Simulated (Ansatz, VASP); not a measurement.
## SnSe2: VASP beside Ansatz

Contents of POSCAR:

```
SnSe2
1.0
    3.8251638390      0.0000000000      0.0000000000
   -1.9125819195      3.3126890582      0.0000000000
    0.0000000000      0.0000000000      6.2270560798
Sn Se
1 2
Direct
    0.0000000000      0.0000000000      0.0000000000
    0.3333333333      0.6666666667      0.2530760463
    0.6666666667      0.3333333333      0.7469239537
```

The input INCAR.step1:

```
PREC = Accurate ; ENCUT = 520
ISMEAR = 0 ; SIGMA = 0.01
LREAL = F ; LASPH = T
NELM = 100 ; NBANDS = 20
GGA = PE ; ALGO = Normal
EDIFF = 1E-4 ; LWAVE = T
LCHARG = F
```

Contents of INCAR.step2:

```
PREC = Accurate ; ENCUT = 520
EDIFF = 1E-6 ; ISMEAR = 0
SIGMA = 0.01 ; LREAL = F
LASPH = T ; NELM = 100
ALGO = Normal ; ISIF = 2
LWAVE = F ; LCHARG = T
METAGGA = R2SCAN ; LMIXTAU = T
LELF = T ; LVHAR = T
NBANDS = 20 ; ISTART = 1
```

File KPOINTS:

```
Automatic mesh
0
Gamma
  12 12 4
```

Input for Ansatz:

```yaml
crystal:
  lattice:
    - [3.825163839, 0.0, 0.0]
    - [-1.9125819195, 3.3126890582, 0.0]
    - [0.0, 0.0, 6.2270560798]
  atoms:
    - { symbol: Sn, position: [0.0, 0.0, 0.0] }
    - { symbol: Se, position: [0.3333333333, 0.6666666667, 0.2530760463] }
    - { symbol: Se, position: [0.6666666667, 0.3333333333, 0.7469239537] }
kpoints:
  mp_grid: { grid: [12, 12, 4] }
  band_path:
    path:
      - [0.0, 0.0, 0.0]
      - [0.5, 0.0, 0.0]
      - [0.3333333333, 0.3333333333, 0.0]
      - [0.0, 0.0, 0.5]
      - [0.5, 0.0, 0.5]
      - [0.3333333333, 0.3333333333, 0.5]
      - [-0.088542, 0.171875, 0.0]
      - [0.0, 0.458333, 0.34375]
    npoints: 1
hamiltonian:
  xc: r2scan
scf:
  occupations: { method: fixed }
  n_extra_bands: 4
output:
  forces: true
  stress: true
  eigenvalues: true
```

Alike in both runs: task single point; functional r2SCAN; k mesh 12 × 12 × 4; no spin polarisation.

```csv
,VASP,Ansatz
version,VASP 6.6.1,Ansatz 0.2.0
potentials or method,"VASP PAW PBE potentials, release 64 (Sn_d, Se)","plane waves, PAW"
plane-wave cutoff (eV),520,500
occupations,"gaussian, width 0.01 eV",fixed
valence electrons in the cell,26,46
```

```tsv
	VASP	Ansatz	Ansatz less VASP
gap on the k mesh at the Fermi level (eV)	1.01	1.01	-0.001
pressure (GPa)	1.0	0.9	-0.05
rms of the force components (eV/Å)	0.007	0.014	+0.0062
```

VASP's potentials were made for PBE, not for r2SCAN. Atom by atom the forces differ by 0.006 eV/Å (rms over components). VASP's potentials hold 26 valence electrons a cell and Ansatz's 46, so a difference there can come from the potentials and not from the codes.
